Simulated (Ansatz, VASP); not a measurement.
## Ca2B5: VASP beside Ansatz

File INCAR:

```
SYSTEM = Ca2B5
  ALGO = Normal
  EDIFF = 1E-7
  EDIFFG = -0.01
  ENCUT = 600
  GGA = PE
  IBRION = 2
  ISIF = 3
  ISMEAR = 0
  LASPH = .TRUE.
  LCHARG = .FALSE.
  LREAL = .FALSE.
  LWAVE = .FALSE.
  NELM = 100
  NSW = 100
  PREC = Accurate
  SIGMA = 0.1
```

The input KPOINTS:

```
k-points
0
G
  9 9 8
  0 0 0
```

The input POSCAR:

```
Ca2B5
1.0
    5.6553958454      0.0000000000      0.0000000000
   -2.8276979227      4.8977164706      0.0000000000
    0.0000000000      0.0000000000      4.9639608266
Ca B
2 5
Direct
    0.3333333333      0.6666666667      0.0000000000
    0.6666666667      0.3333333333      0.0000000000
    0.5000000000      0.0000000000      0.5000000000
    0.0000000000      0.5000000000      0.5000000000
    0.5000000000      0.5000000000      0.5000000000
    0.3333333333      0.6666666667      0.5000000000
    0.6666666667      0.3333333333      0.5000000000
```

Input for Ansatz:

```yaml
crystal:
  lattice:
    - [5.6553958454, 0.0, 0.0]
    - [-2.8276979227, 4.8977164706, 0.0]
    - [0.0, 0.0, 4.9639608266]
  atoms:
    - { symbol: Ca, position: [0.3333333333, 0.6666666667, 0.0] }
    - { symbol: Ca, position: [0.6666666667, 0.3333333333, 0.0] }
    - { symbol: B, position: [0.5, 0.0, 0.5] }
    - { symbol: B, position: [0.0, 0.5, 0.5] }
    - { symbol: B, position: [0.5, 0.5, 0.5] }
    - { symbol: B, position: [0.3333333333, 0.6666666667, 0.5] }
    - { symbol: B, position: [0.6666666667, 0.3333333333, 0.5] }
basis:
  ecutwfc: 420
kpoints:
  mp_grid: { grid: [9, 9, 8] }
hamiltonian:
  xc: pbe
scf:
  occupations: { method: gaussian, width: 0.1 }
output:
  forces: true
  stress: true
  eigenvalues: true
relax:
  adjacent_minimum: "off"
  f_tol: 0.01
  max_steps: 80
  cell: { stress_tol: 0.05 }
```

Alike in both runs: task relaxation of cell and atoms; functional PBE; k mesh 9 × 9 × 8; occupations gaussian, width 0.1 eV; no spin polarisation.

```csv
,VASP,Ansatz
version,VASP 6.6.1,Ansatz 0.2.0
potentials or method,"VASP PAW PBE potentials, release 64 (Ca_sv, B), cutoff 600 eV","scalar-relativistic, plane waves, PAW"
valence electrons in the cell,35,35
```

|  | VASP | Ansatz | Ansatz less VASP |
| --- | --- | --- | --- |
| gap on the k mesh at the Fermi level, each at its own relaxed structure (eV) | none | none | - |
| relaxed volume (Å³/atom) | 19.77 | 19.73 | -0.043 |
| relaxed cell length with the largest relative difference (Å) | 4.971 | 4.963 | -0.0081 |

A gap of «none» marks a metal or a gap that the smearing closes.
